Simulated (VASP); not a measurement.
Set up this calculation in VASP 6.6.1, as the native input.

```yaml
Task: single point
Functional: PBEsol
Potentials_or_basis: VASP PAW PBE potentials, release 64 (Cd, S)
Cutoff: 500 eV
k_mesh: 8 × 8 × 8
Occupations: gaussian, width 0.01 eV
Spin: no spin polarisation
Dipole_correction: no
Further_INCAR_settings: ALGO = Normal; EDIFF = 1e-06; NBANDS = 16
```

The structure of CdS (sol) lies in POSCAR:

```
CdS
1.0
    0.0000000000      2.8833750000      2.8833750000
    2.8833750000      0.0000000000      2.8833750000
    2.8833750000      2.8833750000      0.0000000000
Cd S
1 1
Direct
    0.0000000000      0.0000000000      0.0000000000
    0.2500000000      0.2500000000      0.2500000000
```

The input as run:

INCAR

```
SYSTEM = CdS
ALGO     = Normal         ! electronic algorithm
EDIFF    = 1E-6           ! SCF threshold, eV
ENCUT    = 500            ! plane-wave cutoff, eV
GGA      = PS             ! functional
GGA_COMPAT= .False.      
ISIF     = 2              ! what is computed and relaxed
ISMEAR   = 0              ! smearing method
LASPH    = .True.         ! aspherical terms in the spheres
LCHARG   = .True.         ! write CHGCAR
LELF     = .True.         ! ELF
LREAL    = .False.        ! projectors in reciprocal space
LVHAR    = .True.       
LWAVE    = .False.        ! write WAVECAR
NBANDS   = 16             ! bands
NELM     = 120            ! most SCF steps
PREC     = Accurate       ! precision mode
SIGMA    = 0.01           ! smearing width, eV
```

KPOINTS

```
k-points
0
Gamma
  8 8 8
  0 0 0
```

Potentials or basis: VASP PAW PBE potentials, release 64 (Cd, S).

Launch:

```sh
$ cat potpaw_PBE.64/Cd/POTCAR potpaw_PBE.64/S/POTCAR > POTCAR
$ mpirun -np 1 vasp_std > vasp.out
```

It gave:

The pressure is 2.4 GPa and the band gap on the k mesh is 1.08 eV, direct.

Caveat: the PAW data sets were made with another functional, which shifts forces and pressure a little.

Run time: 20 s on 1 thread of Intel(R) Xeon(R) Platinum 8375C CPU @ 2.90GHz (Ice Lake), with other jobs on the host, peak memory 0.17 GiB.
